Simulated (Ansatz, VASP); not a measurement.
# Al4Ir in VASP and in Ansatz

```
CELL_PARAMETERS angstrom
3.37637 0.00000 0.00000
0.00000 3.37637 0.00000
0.00000 0.00000 6.70380
ATOMIC_POSITIONS crystal
Al 0.00000 0.00000 0.26226
Al 0.00000 0.00000 0.73774
Al 0.50000 0.50000 0.23012
Al 0.50000 0.50000 0.76988
Ir 0.50000 0.50000 0.00000
```

Alike in both runs: task single point; functional PBE; k mesh 6 × 6 × 4; occupations gaussian, width 0.1 eV; no spin polarisation.

|  | VASP | Ansatz |
| --- | --- | --- |
| version | VASP 6.6.1 | Ansatz 0.2.0 |
| potentials or method | VASP PAW PBE potentials, release 64 (Al, Ir_sv_GW), cutoff 560 eV | scalar-relativistic, plane waves, PAW |
| valence electrons in the cell | 29 | 29 |

```csv
,VASP,Ansatz,Ansatz less VASP
gap on the k mesh at the Fermi level (eV),none,none,-
rms of the force components (eV/Å),18.954,19.799,+0.8454
```

Atom by atom the forces differ by 0.846 eV/Å (rms over components). A gap of «none» marks a metal or a gap that the smearing closes.

Spin-orbit coupling is off throughout.
